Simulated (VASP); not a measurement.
Here is a VASP 6.6.1 calculation.

The input INCAR:

```
SYSTEM = BN
PREC = Accurate
ENCUT = 520
EDIFF = 1E-6
ISMEAR = 0
SIGMA = 0.05
LREAL = .FALSE.
LASPH = .TRUE.
NELM = 100
ALGO = Normal
ISIF = 2
LWAVE = .FALSE.
LCHARG = .FALSE.
GGA = PE
IVDW = 12
NBANDS = 26
```

Contents of KPOINTS:

```
Automatic mesh
0
G
  10 10 2
  0 0 0
```

POSCAR

```
BN
1.0
   -2.5064381127      0.0000000000      0.0000000000
   -1.2532190563     -2.1706390786      0.0000000000
   -1.8798285845     -1.0853195393     13.2336949040
B N
4 4
Direct
   -0.1041666667     -0.1041666667      0.8750000000
    0.1458333333      0.1458333333      0.3750000000
    0.6041666667      0.6041666667      0.1250000000
    0.3541666667      0.3541666667      0.6250000000
    0.2708333333      0.2708333333      0.1250000000
    0.0208333333      0.0208333333      0.6250000000
    0.2291666667      0.2291666667      0.8750000000
    0.4791666667      0.4791666667      0.3750000000
```

Potentials or basis: VASP PAW PBE potentials, release 64 (B, N).

Run with:

```bash
$ cat potpaw_PBE.64/B/POTCAR potpaw_PBE.64/N/POTCAR > POTCAR
$ mpirun -np 1 vasp_std > vasp.out
```

Problem. What does it give for the largest force?

Solution. 0.049 eV/Å.

Problem. Estimate the dispersion energy per atom.

Solution. -0.141 eV.

Problem. What does it give for the band gap on the k mesh?

Solution. 3.97 eV (least direct gap 4.21 eV).

Stress tensor (GPa, compression positive):
```
 0.04  0.00 -0.19
 0.00  0.04 -0.11
-0.19 -0.11  0.21
```

Caveat: the cell differs from its parent crystal (the part above a cut slid along it). A k mesh can miss the band edges.
